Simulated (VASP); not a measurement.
Here is a VASP 6.6.1 calculation.

The input INCAR:

```
SYSTEM = As
  PREC = Accurate
  ENCUT = 520
  EDIFF = 1E-6
  ISMEAR = -1
  SIGMA = 0.05
  LREAL = .False.
  LASPH = .True.
  NELM = 100
  ALGO = Normal
  ISIF = 2
  LWAVE = .False.
  LCHARG = .False.
  GGA = CA
  NBANDS = 8
```

Contents of KPOINTS:

```
Automatic mesh
0
Gamma
  8 8 8
  0 0 0
```

The input POSCAR:

```
As
1.0
    2.7036820000      0.0000000000      0.0000000000
    0.0000000000      2.7036820000      0.0000000000
    0.0000000000      0.0000000000      2.7036820000
As
1
Direct
    0.5000000000      0.5000000000      0.5000000000
```

Potentials or basis: VASP PAW LDA potentials, release 64 (As).

Launch:

```bash
$ cat potpaw_LDA.64/As/POTCAR > POTCAR
$ mpirun -np 1 vasp_std > vasp.out
```

Predict the pressure.

-1.8 GPa.
